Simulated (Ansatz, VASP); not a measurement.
**One calculation of MoSe, two programs**

```xyz
2
Lattice="3.3447 0.0000 0.0000 0.0000 3.3447 0.0000 0.0000 0.0000 3.3447" Properties=species:S:1:pos:R:3 pbc="T T T"
Mo    0.0000    0.0000    0.0000
Se    1.6724    1.6724    1.6724
```

Alike in both runs: functional r2SCAN; k mesh 12 × 12 × 12; occupations gaussian, width 0.1 eV; no spin polarisation; Hubbard terms Mo d U = 4.38 eV.

Ansatz relaxed the structure, and its values are those at the end. VASP's run is a single point on that final structure, the one shown.

```csv
,VASP,Ansatz
version,VASP 6.6.1,Ansatz 0.2.0
potentials or method,"VASP PAW PBE potentials, release 64 (Mo_sv, Se), cutoff 520 eV","scalar-relativistic, plane waves, PAW"
valence electrons in the cell,20,30
```

|  | VASP | Ansatz | Ansatz less VASP |
| --- | --- | --- | --- |
| gap on the k mesh at the Fermi level (eV) | 0.55 | 1.11 | +0.562 |
| least direct gap on the mesh (eV) | 0.68 | 1.23 | +0.549 |
| pressure (GPa) | -1.0 | 0.0 | +1.03 |

VASP's potentials were made for PBE, not for r2SCAN. The programs project onto different local orbitals, so the same U acts differently, and such runs can settle in different states. VASP's potentials hold 20 valence electrons a cell and Ansatz's 30, so a difference there can come from the potentials and not from the codes.
